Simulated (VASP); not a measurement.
A run of VASP 6.6.1 is set up as follows.

INCAR

```
PREC     = Accurate       # precision mode
ENCUT    = 520            # plane-wave cutoff, eV
EDIFF    = 1E-6           # SCF threshold, eV
ISMEAR   = -1             # smearing method
SIGMA    = 0.1            # smearing width, eV
LREAL    = False          # projectors in reciprocal space
LASPH    = True           # aspherical terms in the spheres
NELM     = 80             # most SCF steps
ALGO     = Normal         # electronic algorithm
ISIF     = 2              # what is computed and relaxed
LWAVE    = False          # write WAVECAR
LCHARG   = False          # write CHGCAR
GGA      = PE             # functional
NBANDS   = 19             # bands
```

File KPOINTS:

```
regular mesh
0
Gamma
  11 11 5
```

The input POSCAR:

```
Zn
1.0
    2.6556370042      0.0000000000      0.0000000000
   -1.3278185021      2.2998491089      0.0000000000
    0.0000000000      0.0000000000      4.9624616040
Zn
2
Direct
    0.3333333333      0.6666666667      0.2500000000
    0.6666666667      0.3333333333      0.7500000000
```

Potentials or basis: VASP PAW PBE potentials, release 64 (Zn).

The run is started by

```bash
$ cat potpaw_PBE.64/Zn/POTCAR > POTCAR
$ mpirun -np 1 vasp_std > vasp.out
```

(1) Predict the band gap on the k mesh.

(2) Predict the pressure.

Results:

(1) zero (band 12 reaches 4.87 eV, above the bottom of band 13 at 0.02 eV).

(2) 0.6 GPa.
